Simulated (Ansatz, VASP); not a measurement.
One calculation of HgS2, two programs

```xyz
3
Lattice="3.3969 -1.9607 0.0000 3.3969 1.9607 0.0000 -2.2398 0.0000 6.3060" Properties=species:S:1:pos:R:3 pbc="T T T"
Hg    0.0000    0.0000    0.0000
S     4.4964    0.0000    1.4567
S     0.0576    0.0000    4.8493
```

Alike in both runs: task relaxation of cell and atoms; functional PBE; k mesh 6 × 6 × 4; occupations gaussian, width 0.1 eV; no spin polarisation.

|  | VASP | Ansatz |
| --- | --- | --- |
| version | VASP 6.6.1 | Ansatz 0.2.0 |
| potentials or method | VASP PAW PBE potentials, release 64 (Hg, S), cutoff 600 eV | scalar-relativistic, plane waves, PAW |
| valence electrons in the cell | 24 | 32 |

VASP gave:

| Item | Value |
| --- | --- |
| relaxed volume (Å³/atom) | 27.94 |
| relaxed length of the cell vector where the two differ most in proportion (Å) | 4.735 |

Problem. Estimate Ansatz's values.

Solution. Relaxed volume (Å³/atom): 27.60; relaxed length of the cell vector where the two differ most in proportion (Å): 4.252.

VASP's potentials hold 24 valence electrons a cell and Ansatz's 32, so a difference there can come from the potentials and not from the codes.

Spin-orbit coupling is off throughout.
